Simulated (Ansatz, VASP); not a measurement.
## Hf: VASP beside Ansatz

```
Hf
1.0
     3.19670    0.00000    0.00000
    -1.59835    2.76842    0.00000
     0.00000    0.00000    5.05780
Hf
2
Direct
  0.66667 0.33333 0.75000
  0.33333 0.66667 0.25000
```

Alike in both runs: functional PBE; k mesh 6 × 6 × 3; occupations fermi-dirac, width 0.05 eV; no spin polarisation.

|  | VASP | Ansatz |
| --- | --- | --- |
| version | VASP 6.6.1 | Ansatz 0.2.0 |
| potentials or method | VASP PAW PBE potentials, release 64 (Hf_pv) | Ansatz PAW |
| plane-wave cutoff (eV) | 520 | 420 |
| valence electrons in the cell | 20 | 52 |
| task | single point | band structure |

```csv
,VASP,Ansatz,Ansatz less VASP
gap on the k mesh at the Fermi level (eV),none,none,-
pressure (GPa),1.0,1.4,+0.42
"traceless stress, the component that is largest in VASP (GPa)",0.26,0.32,+0.056
```

A gap of «none» marks a metal or a gap that the smearing closes. VASP's potentials hold 20 valence electrons a cell and Ansatz's 52, so a difference there can come from the potentials and not from the codes.

The k mesh is coarse, so the values compare programs but aren't converged. Neither program's run includes spin-orbit coupling.
